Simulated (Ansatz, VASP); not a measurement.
# BAs in VASP and in Ansatz

Contents of POSCAR:

```
BAs
1.0
    2.9570103300      0.0000000000      0.0000000000
    0.0000000000      2.9570103300      0.0000000000
    0.0000000000      0.0000000000      2.9570103300
B As
1 1
Direct
    0.5000000000      0.5000000000      0.5000000000
    0.0000000000      0.0000000000      0.0000000000
```

File INCAR.step1:

```
SYSTEM = BAs
ALGO = Normal ; EDIFF = 1E-5
ENCUT = 520 ; GGA = PE
ISIF = 2 ; ISMEAR = -1
LASPH = .True. ; LCHARG = .False.
LREAL = .False. ; LWAVE = .True.
NBANDS = 11 ; NELM = 60
PREC = Accurate ; SIGMA = 0.05
```

The input INCAR.step2:

```
SYSTEM = BAs
AEXX = 0.25 ; ALGO = Normal
EDIFF = 1E-6 ; ENCUT = 520
GGA = PS ; HFSCREEN = 0.207
ISIF = 2 ; ISMEAR = -1
ISTART = 1 ; LASPH = .True.
LCHARG = .False. ; LHFCALC = .True.
LREAL = .False. ; LWAVE = .False.
NBANDS = 11 ; NELM = 60
PREC = Accurate ; PRECFOCK = Normal
SIGMA = 0.05
```

The input KPOINTS:

```
k-points
0
Gamma
  5 5 5
  0 0 0
```

Contents of input:

```
crystal:
  lattice:
    - [2.95701033, 0.0, 0.0]
    - [0.0, 2.95701033, 0.0]
    - [0.0, 0.0, 2.95701033]
  atoms:
    - { symbol: B, position: [0.5, 0.5, 0.5] }
    - { symbol: As, position: [0.0, 0.0, 0.0] }
hamiltonian:
  xc:
    exchange: hjs_pbesol
    correlation: pbesol
    exx: { coeff: 0.25, omega: 0.207 }
  pseudopotentials: { kind: paw }
kpoints:
  mp_grid: { grid: [5, 5, 5] }
  band_path:
    path:
      - [[0.0, 0.0, 0.0], [0.0, 0.5, 0.0], [0.5, 0.5, 0.0], [0.0, 0.0, 0.0], [0.5, 0.5, 0.5], [0.0, 0.5, 0.0]]
      - [[0.5, 0.5, 0.0], [0.5, 0.5, 0.5]]
    npoints: 4
scf:
  occupations: { method: fermi_dirac, width: 0.05 }
  n_extra_bands: 6
output:
  forces: true
  stress: true
  eigenvalues: true
  fatbands: false
```

Alike in both runs: functional PBEsol-based screened hybrid; k mesh 5 × 5 × 5; occupations fermi-dirac, width 0.05 eV; no spin polarisation.

|  | VASP | Ansatz |
| --- | --- | --- |
| version | VASP 6.6.1 | Ansatz 0.2.0 |
| potentials or method | VASP PAW PBE potentials, release 64 (B, As) | Ansatz PAW |
| plane-wave cutoff (eV) | 520 | 420 |
| valence electrons in the cell | 8 | 18 |
| task | single point | band structure |

Ansatz gave:

```
gap on the k mesh at the Fermi level (eV) : none
pressure (GPa)                            : -10.9
```

Question: Estimate VASP's values.

Answer: gap on the k mesh at the Fermi level (eV): none; pressure (GPa): -11.1.

VASP's potentials were made for PBE, not for PBEsol-based screened hybrid. A gap of «none» marks a metal or a gap that the smearing closes. With one functional, cell and mesh, what is left measures potentials, basis and numerics. VASP's potentials hold 8 valence electrons a cell and Ansatz's 18, so a difference there can come from the potentials and not from the codes.

The k mesh is coarse, so the values compare programs but aren't converged.
